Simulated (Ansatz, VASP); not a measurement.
# One calculation of C4N, two programs

INCAR

```
SYSTEM = C4N
  PREC = Accurate
  ENCUT = 520
  EDIFF = 1E-7
  ISMEAR = 0
  SIGMA = 0.1
  LREAL = .False.
  LASPH = .True.
  NELM = 150
  ALGO = Normal
  ISIF = 2
  LWAVE = .False.
  LCHARG = .True.
  ISPIN = 2
  MAGMOM = 1 1 1 1 1
  LORBIT = 11
  GGA = PE
  IVDW = 12
  LELF = .True.
  LVHAR = .True.
  NBANDS = 22
```

File KPOINTS:

```
regular mesh
0
Gamma
  6 6 6
  0 0 0
```

The input POSCAR:

```
C4N
1.0
   -2.1214663994      2.1214663994      2.1214663994
    2.1214663994     -2.1214663994      2.1214663994
    2.1214663994      2.1214663994     -2.1214663994
C N
4 1
Direct
    0.0000000000      0.0000000000      0.5000000000
    0.5000000000      0.0000000000      0.0000000000
    0.5000000000      0.5000000000      0.5000000000
    0.0000000000      0.5000000000      0.0000000000
    0.0000000000      0.0000000000      0.0000000000
```

Input for Ansatz:

```yaml
crystal:
  lattice:
    - [-2.1214663994, 2.1214663994, 2.1214663994]
    - [2.1214663994, -2.1214663994, 2.1214663994]
    - [2.1214663994, 2.1214663994, -2.1214663994]
  atoms:
    - { symbol: C, position: [0.0, 0.0, 0.5], spin: 1.0 }
    - { symbol: C, position: [0.5, 0.0, 0.0], spin: 1.0 }
    - { symbol: C, position: [0.5, 0.5, 0.5], spin: 1.0 }
    - { symbol: C, position: [0.0, 0.5, 0.0], spin: 1.0 }
    - { symbol: "N", position: [0.0, 0.0, 0.0], spin: 1.0 }
basis:
  ecutwfc: 420
kpoints:
  mp_grid: { grid: [6, 6, 6] }
hamiltonian:
  xc: pbe
  dispersion: d3bj
scf:
  occupations: { method: gaussian, width: 0.1 }
  lower_state_search: "off"
output:
  forces: true
  stress: true
  eigenvalues: true
  populations: true
magnetization:
  spin_polarized: true
```

Change from the starting cell: species swapped into the NiHg4 type (Im-3m, No. 229).

Alike in both runs: task single point; functional PBE; dispersion D3(BJ); k mesh 6 × 6 × 6; occupations gaussian, width 0.1 eV; collinear spin.

```csv
,VASP,Ansatz
version,VASP 6.6.1,Ansatz 0.2.0
potentials or method,"VASP PAW PBE potentials, release 64 (C, N), cutoff 520 eV","scalar-relativistic, plane waves, PAW"
valence electrons in the cell,21,21
```

|  | VASP | Ansatz | Ansatz less VASP |
| --- | --- | --- | --- |
| gap on the k mesh at the Fermi level (eV) | none | none | - |
| pressure (GPa) | 0.0 | 0.0 | -0.04 |
| net moment per atom (μB) | 0.03 | 0.03 | -0.002 |
| size of the moment on the site where the two differ most (μB) | 0.07 | 0.07 | -0.003 |

Site moments also hang on the region over which each program counts them. A gap of «none» marks a metal or a gap that the smearing closes. Ansatz's warnings: dispersion switch in reach, seeded moment not kept.
